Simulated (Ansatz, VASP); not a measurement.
In4P5: VASP beside Ansatz

```xyz
9
Lattice="3.9176 0.0000 0.0000 -1.9588 3.3927 0.0000 0.0000 0.0000 27.7948" Properties=species:S:1:pos:R:3 pbc="T T T"
P     0.0000    2.2618    7.7083
P     0.0000    0.0000   10.8028
P     1.9588    1.1309   13.8974
P     0.0000    2.2618   16.9920
P     0.0000    0.0000   20.0865
In    1.9588    1.1309    8.9403
In    0.0000    2.2618   12.2738
In    0.0000    0.0000   15.5210
In    1.9588    1.1309   18.8545
```

Alike in both runs: functional PBE; k mesh 9 × 9 × 1; occupations gaussian, width 0.1 eV; no spin polarisation.

Ansatz relaxed the structure, and its values are those at the end. VASP's run is a single point on that final structure, the one shown.

|  | VASP | Ansatz |
| --- | --- | --- |
| version | VASP 6.6.1 | Ansatz 0.2.0 |
| potentials or method | VASP PAW PBE potentials, release 64 (P, In_d), cutoff 520 eV | scalar-relativistic, plane waves, PAW |
| valence electrons in the cell | 77 | 77 |

```csv
,VASP,Ansatz,Ansatz less VASP
gap on the k mesh at the Fermi level (eV),none,none,-
rms of the force components (eV/Å),0.005,0.006,+0.0004
"work function, face that differs most (eV)",5.83,5.84,+0.006
```

A gap of «none» marks a metal or a gap that the smearing closes.
